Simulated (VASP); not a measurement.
# C (P6_3mc) in VASP: single point with LDA

Aim: the single point of C with LDA.

All numbers are computed with VASP 6.6.1; they aren't measurements. Logs are shortened: lines on timing, memory, paths and dates and some standing lists are left out, and cuts for length are marked.

**1. The cell of the first run**

It takes space group P6_3mc (No. 186, hexagonal). The conventional cell has a = 2.445 Å, b = 2.445 Å, c = 29.088 Å, α = 90.00°, β = 90.00°, γ = 120.00°. C (site symmetry 3m) has 3 C at 1.41 Å within 1.9 Å. Within 1.9 Å of C (site symmetry 3m) lie 3 C at 1.41 Å. C (site symmetry 3m) has 3 C at 1.41 Å within 1.9 Å. C (site symmetry 3m) has 3 C at 1.41 Å within 1.9 Å. C (site symmetry 3m) has 3 C at 1.41 Å within 1.9 Å. C (site symmetry 3m) has 3 C at 1.41 Å within 1.9 Å.

**2. Single point, LDA (atoms shifted along a free coordinate)**

INCAR reads:

```
PREC = Accurate
ENCUT = 520
EDIFF = 1E-6
ISMEAR = 0
SIGMA = 0.15
LREAL = F
LASPH = T
NELM = 60
ALGO = Normal
ISIF = 2
LWAVE = F
LCHARG = T
LELF = T
LVHAR = T
NBANDS = 36
```

KPOINTS reads:

```
regular mesh
0
Gamma
  18 18 2
```

POSCAR reads:

```
C
1.0
    2.4446005244      0.0000000000      0.0000000000
   -1.2223002622      2.1170861563      0.0000000000
    0.0000000000      0.0000000000     29.0883073464
C
12
Direct
    0.6666666667      0.3333333333      0.0014381788
    0.6666666667      0.3333333333      0.5014563039
    0.6666666667      0.3333333333      0.7298539282
    0.6666666667      0.3333333333      0.2298723132
    0.0000000000      0.0000000000      0.6156893956
    0.3333333333      0.6666666667      0.2298539282
    0.0000000000      0.0000000000      0.1156893956
    0.6666666667      0.3333333333      0.6176253558
    0.3333333333      0.6666666667      0.7298723132
    0.3333333333      0.6666666667      0.1176253558
    0.3333333333      0.6666666667      0.5014381788
    0.3333333333      0.6666666667      0.0014563039
```

Potentials or basis: VASP PAW LDA potentials, release 64 (C).

The run is started by

```
$ cat potpaw_LDA.64/C/POTCAR > POTCAR
$ mpirun -np 1 vasp_std > vasp.out
```

OUTCAR:

```text
PREC = Accurate
   ENCUT = 520
   EDIFF = 1E-6
   ISMEAR = 0
   LREAL = F
   LASPH = T
   NELM = 60
   ISIF = 2

 ion  position               nearest neighbor table
   1  0.667  0.333  0.001-  12 1.41  12 1.41  12 1.41
   2  0.667  0.333  0.501-  11 1.41  11 1.41  11 1.41
   3  0.667  0.333  0.730-   9 1.41   9 1.41   9 1.41
   4  0.667  0.333  0.230-   6 1.41   6 1.41   6 1.41
   5  0.000  0.000  0.616-   8 1.41   8 1.41   8 1.41
   6  0.333  0.667  0.230-   4 1.41   4 1.41   4 1.41
   7  0.000  0.000  0.116-  10 1.41  10 1.41  10 1.41
   8  0.667  0.333  0.618-   5 1.41   5 1.41   5 1.41
   9  0.333  0.667  0.730-   3 1.41   3 1.41   3 1.41
  10  0.333  0.667  0.118-   7 1.41   7 1.41   7 1.41
  11  0.333  0.667  0.501-   2 1.41   2 1.41   2 1.41
  12  0.333  0.667  0.001-   1 1.41   1 1.41   1 1.41

  LATTYP: Found a hexagonal cell.
 ALAT       =     2.4446005244
 C/A-ratio  =    11.8990023344

  Lattice vectors:

 A1 = (   2.4446005244,   0.0000000000,   0.0000000000)
 A2 = (  -1.2223002622,   2.1170861563,   0.0000000000)
 A3 = (   0.0000000000,   0.0000000000,  29.0883073464)

Analysis of symmetry for initial positions (statically):
=====================================================================
 Subroutine PRICEL returns:
 Original cell was already a primitive cell.

 Routine SETGRP: Setting up the symmetry group for a
 hexagonal supercell.

 Subroutine GETGRP returns: Found 12 space group operations
 (whereof  6 operations were pure point group operations)
 out of a pool of 24 trial point group operations.

The static configuration has the point symmetry C_3v.
 The point group associated with its full space group is C_6v.

Analysis of symmetry for dynamics (positions and initial velocities):
=====================================================================
 Subroutine PRICEL returns:
 Original cell was already a primitive cell.

 Routine SETGRP: Setting up the symmetry group for a
 hexagonal supercell.

 Subroutine GETGRP returns: Found 12 space group operations
 (whereof  6 operations were pure point group operations)
 out of a pool of 24 trial point group operations.

The dynamic configuration has the point symmetry C_3v.
 The point group associated with its full space group is C_6v.

 Subroutine INISYM returns: Found 12 space group operations
 (whereof  6 operations are pure point group operations),
 and found     1 'primitive' translations

----------------------------------------------------------------------------------------

                                     Primitive cell

  volume of cell :     150.5445

  direct lattice vectors                    reciprocal lattice vectors
     2.444600524  0.000000000  0.000000000     0.409064790  0.236173667  0.000000000
    -1.222300262  2.117086156  0.000000000     0.000000000  0.472347333  0.000000000
     0.000000000  0.000000000 29.088307346     0.000000000  0.000000000  0.034378075

  length of vectors
     2.444600524  2.444600524 29.088307346     0.472347333  0.472347333  0.034378075

  position of ions in fractional coordinates (direct lattice)
     0.666666667  0.333333333  0.001438179
     0.666666667  0.333333333  0.501456304
     0.666666667  0.333333333  0.729853928
     0.666666667  0.333333333  0.229872313
     0.000000000  0.000000000  0.615689396
     0.333333333  0.666666667  0.229853928
     0.000000000  0.000000000  0.115689396
     0.666666667  0.333333333  0.617625356
     0.333333333  0.666666667  0.729872313
     0.333333333  0.666666667  0.117625356
     0.333333333  0.666666667  0.501438179
     0.333333333  0.666666667  0.001456304

  ion indices of the primitive-cell ions
   primitive index   ion index
                 1           1
                 2           2
                 3           3
                 4           4
                 5           5
                 6           6
                 7           7
                 8           8
                 9           9
                10          10
                11          11
                12          12

----------------------------------------------------------------------------------------

 KPOINTS: regular mesh

Automatic generation of k-mesh.
 Grid dimensions read from file:
 generate k-points for:   18   18    2

 Generating k-lattice:

  Cartesian coordinates                     Fractional coordinates (reciprocal lattice)
     0.022725822  0.013120759  0.000000000     0.055555556  0.000000000  0.000000000
     0.000000000  0.026241519  0.000000000     0.000000000  0.055555556  0.000000000
     0.000000000  0.000000000  0.017189037     0.000000000  0.000000000  0.500000000

  Length of vectors
     0.026241519  0.026241519  0.017189037

  Shift w.r.t. Gamma in fractional coordinates (k-lattice)
     0.000000000  0.000000000  0.000000000

 Subroutine IBZKPT returns following result:
 ===========================================

 Found     74 irreducible k-points:

 Following reciprocal coordinates:
            Coordinates               Weight
  0.000000  0.000000  0.000000      1.000000
  0.055556 -0.000000  0.000000      6.000000
  0.111111 -0.000000  0.000000      6.000000
  0.166667 -0.000000  0.000000      6.000000
  0.222222 -0.000000  0.000000      6.000000
  0.277778 -0.000000  0.000000      6.000000
[... 16 lines left out ...]
  0.333333  0.111111  0.000000     12.000000
  0.388889  0.111111  0.000000     12.000000
 [... further k-points ...]
   k-points           NKPTS =     74   k-points in BZ     NKDIM =     74   number of bands    NBANDS=     36
   number of dos      NEDOS =    301   number of ions     NIONS =     12
   total plane-waves  NPLWV =  69984
   dimension x,y,z NGX =    18 NGY =   18 NGZ =  216
   dimension x,y,z NGXF=    36 NGYF=   36 NGZF=  432
   ions per type =              12
   NGX,Y,Z   is equivalent  to a cutoff of  12.24, 12.24, 12.34 a.u.
   NGXF,Y,Z  is equivalent  to a cutoff of  24.48, 24.48, 24.69 a.u.
 SYSTEM =  unknown system
   PREC   = accura    normal or accurate (medium, high low for compatibility)
   ISTART =      0    job   : 0-new  1-cont  2-samecut
   ICHARG =      2    charge: 1-file 2-atom 10-const
   ISPIN  =      1    spin polarized calculation?
   LNONCOLLINEAR =      F non collinear calculations
   LSORBIT =      F    spin-orbit coupling
   LASPH  =      T    aspherical Exc in radial PAW
   ENCUT  =  520.0 eV  38.22 Ry    6.18 a.u.   4.55  4.55 54.08*2*pi/ulx,y,z
   NELM   =     60;   NELMIN=  2; NELMDL= -5     # of ELM steps
   EDIFF  = 0.1E-05   stopping-criterion for ELM
   LREAL  =      F    real-space projection
[... 7 lines left out ...]
   TEBEG  =    0.0;   TEEND  =   0.0 temperature during run
   PSTRESS=    0.0 pullay stress
   NELECT =      48.0000    total number of electrons
   NUPDOWN=      -1.0000    fix difference up-down
   EMIN   =  10.00;   EMAX   =-10.00  energy-range for DOS
   EFERMI =   0.00;   METHOD = LEGACY
   ISMEAR =     0;   SIGMA  =   0.15  broadening in eV -4-tet -1-fermi 0-gaus
   EFERMI_NEDOS =   21; number of points for ismear=-14 and -15
   IALGO  =     38    algorithm
   IMIX   =      4    mixing-type and parameters
     AMIX     =   0.40;   BMIX     =  1.00
     AMIX_MAG =   1.60;   BMIX_MAG =  1.00
  volume/ion in A,a.u.               =      12.55        84.66
  Fermi-wavevector in a.u.,A,eV,Ry     =   1.118408  2.113485 17.018665  1.250837
  Thomas-Fermi vector in A             =   2.255039
   LORBIT       =      0    0 simple, 1 ext, 2 COOP (PROOUT), +10 PAW based schemes
   GGA     = CA    functional components
   LHFCALC =     F    Hartree Fock is set to
   AEXX    =    0.0000 exact exchange contribution
   IVDW    =     0    specifies the selected vdW correction
   LEPSILON=     F    determine dielectric tensor
   LRPA    =     F    only Hartree local field effects (RPA)
 non-spin polarized calculation
 Gauss-broadening in eV      SIGMA  =   0.15
  energy-cutoff  :      520.00
  volume of cell :      150.54
 maximum number of plane-waves:      4124
   NGX =  9   NGY =  9   NGZ =109

 number of electron      47.9999988 magnetization

 Free energy of the ion-electron system (eV)
  ---------------------------------------------------
  ext. energy  EPLUGINS =         0.00000000
  ---------------------------------------------------
  free energy    TOTEN  =      -121.19026789 eV

  energy without entropy =     -121.18611619  energy(sigma->0) =     -121.18819204

 E-fermi :   1.8737     XC(G=0):  -7.9572

 val. band max:        1.8656194207   @ k =   0.3333   0.3333   0.0000
 cond. band min:       1.8782950245   @ k =   0.3333   0.3333   0.5000
 fundamental gap:      0.0126756038
 Fermi energy:         1.8736608131

 k-point     1 :       0.0000    0.0000    0.0000
  band No.  band energies     occupation
      1     -17.7182      2.00000
      2     -17.7181      2.00000
      3     -17.6065      2.00000
      4     -17.6065      2.00000
      5     -17.4737      2.00000
      6     -17.4736      2.00000
[... 28 lines left out ...]
     35      10.3418      0.00000
     36      10.3529      0.00000

 k-point     2 :       0.0556   -0.0000    0.0000
  band No.  band energies     occupation
      1     -17.6439      2.00000
      2     -17.6439      2.00000
      3     -17.5329      2.00000
      4     -17.5328      2.00000
      5     -17.4006      2.00000
      6     -17.4005      2.00000
[... 28 lines left out ...]
     35      10.4373      0.00000
     36      10.6001      0.00000

 k-point     3 :       0.1111   -0.0000    0.0000
  band No.  band energies     occupation
      1     -17.4217      2.00000
      2     -17.4216      2.00000
      3     -17.3123      2.00000
      4     -17.3122      2.00000
      5     -17.1816      2.00000
      6     -17.1815      2.00000
[... 28 lines left out ...]
     35      10.4833      0.00000
     36      10.4874      0.00000

 k-point     4 :       0.1667   -0.0000    0.0000
  band No.  band energies     occupation
      1     -17.0524      2.00000
      2     -17.0524      2.00000
      3     -16.9458      2.00000
      4     -16.9458      2.00000
      5     -16.8177      2.00000
      6     -16.8177      2.00000
[... 28 lines left out ...]
     35      10.4847      0.00000
     36      10.4894      0.00000

 k-point     5 :       0.2222   -0.0000    0.0000
  band No.  band energies     occupation
      1     -16.5379      2.00000
      2     -16.5379      2.00000
      3     -16.4352      2.00000
      4     -16.4352      2.00000
      5     -16.3109      2.00000
      6     -16.3108      2.00000
[... 655 lines left out ...]
 k-point    22 :       0.2778    0.1111    0.0000
  band No.  band energies     occupation
      1     -14.8734      2.00000
      2     -14.8734      2.00000
      3     -14.7832      2.00000
      4     -14.7832      2.00000
      5     -14.6706      2.00000
      6     -14.6706      2.00000
[... 28 lines left out ...]
     35      10.5822      0.00000
     36      10.9546      0.00000

 k-point    23 :       0.3333    0.1111    0.0000
  band No.  band energies     occupation
      1     -13.9543      2.00000
      2     -13.9543      2.00000
      3     -13.8710      2.00000
      4     -13.8710      2.00000
      5     -13.7651      2.00000
      6     -13.7651      2.00000
[... 28 lines left out ...]
     35      10.8239      0.00000
     36      10.8940      0.00000

 k-point    24 :       0.3889    0.1111    0.0000
  band No.  band energies     occupation
      1     -12.9289      2.00000
      2     -12.9288      2.00000
      3     -12.8545      2.00000
      4     -12.8545      2.00000
      5     -12.7577      2.00000
      6     -12.7577      2.00000
[... 28 lines left out ...]
     35      11.0288      0.00000
     36      11.0300      0.00000

 [... further k-points ...]

------------------------ aborting loop because EDIFF is reached ----------------------------------------

  FORCE on cell =-STRESS in cart. coord.  units (eV):
  Direction    XX          YY          ZZ          XY          YZ          ZX
  --------------------------------------------------------------------------------------
  -------------------------------------------------------------------------------------
  Total        0.8997393      0.8997393     -0.1964779     -0.0000000      0.0000000      0.0000000
  in kB        9.5755205      9.5755205     -2.0910264     -0.0000000      0.0000000      0.0000000
  external PRESSURE =       5.6866715 kB  Pullay stress =       0.0000000 kB

 VOLUME and BASIS-vectors are now :
 -----------------------------------------------------------------------------
  energy-cutoff  :      520.00
  volume of cell :      150.54
      direct lattice vectors                 reciprocal lattice vectors
     2.444600524  0.000000000  0.000000000     0.409064790  0.236173667  0.000000000
    -1.222300262  2.117086156  0.000000000     0.000000000  0.472347333  0.000000000
     0.000000000  0.000000000 29.088307346     0.000000000  0.000000000  0.034378075

 POSITION                                       TOTAL-FORCE (eV/Angst)
 -----------------------------------------------------------------------------------
      1.22230      0.70570      0.04183        -0.000000     -0.000000      0.006565
      1.22230      0.70570     14.58652         0.000000      0.000000      0.000132
      1.22230      0.70570     21.23022        -0.000000     -0.000000     -0.001487
      1.22230      0.70570      6.68660        -0.000000      0.000000      0.007524
      0.00000      0.00000     17.90936        -0.000000      0.000000      0.965983
     -0.00000      1.41139      6.68606        -0.000000      0.000000     -0.001487
      0.00000      0.00000      3.36521         0.000000     -0.000000      0.965983
      1.22230      0.70570     17.96568        -0.000000      0.000000     -0.978717
     -0.00000      1.41139     21.23075        -0.000000     -0.000000      0.007524
     -0.00000      1.41139      3.42152         0.000000     -0.000000     -0.978717
     -0.00000      1.41139     14.58599         0.000000      0.000000      0.006565
     -0.00000      1.41139      0.04236         0.000000     -0.000000      0.000132
 -----------------------------------------------------------------------------------
    total drift:                                0.000000      0.000000     -0.000076

  FREE ENERGIE OF THE ION-ELECTRON SYSTEM (eV)
  ---------------------------------------------------
  free  energy   TOTEN  =      -121.1902678912 eV

  energy  without entropy=     -121.1861161913  energy(sigma->0) =     -121.18819204
```

It took 8.6 min on 1 thread of Intel Xeon Platinum 8488C (Sapphire Rapids), shared host; peak memory 0.38 GiB.

What came out:

```
Free energy   : -121.1903 eV
Pressure      : 0.6 GPa
Largest force : 0.979 eV/Å
```

Forces in eV/Å, atoms in the order of the input:
```
C    0.000  0.000  0.007
C    0.000  0.000  0.000
C    0.000  0.000 -0.001
C    0.000  0.000  0.008
C    0.000  0.000  0.966
C    0.000  0.000 -0.001
C    0.000  0.000  0.966
C    0.000  0.000 -0.979
C    0.000  0.000  0.008
C    0.000  0.000 -0.979
C    0.000  0.000  0.007
C    0.000  0.000  0.000
```

Stress tensor (GPa, compression positive):
```
 0.96  0.00  0.00
 0.00  0.96  0.00
 0.00  0.00 -0.21
```

Caveat: the cell differs from its parent crystal (atoms shifted along a free coordinate).
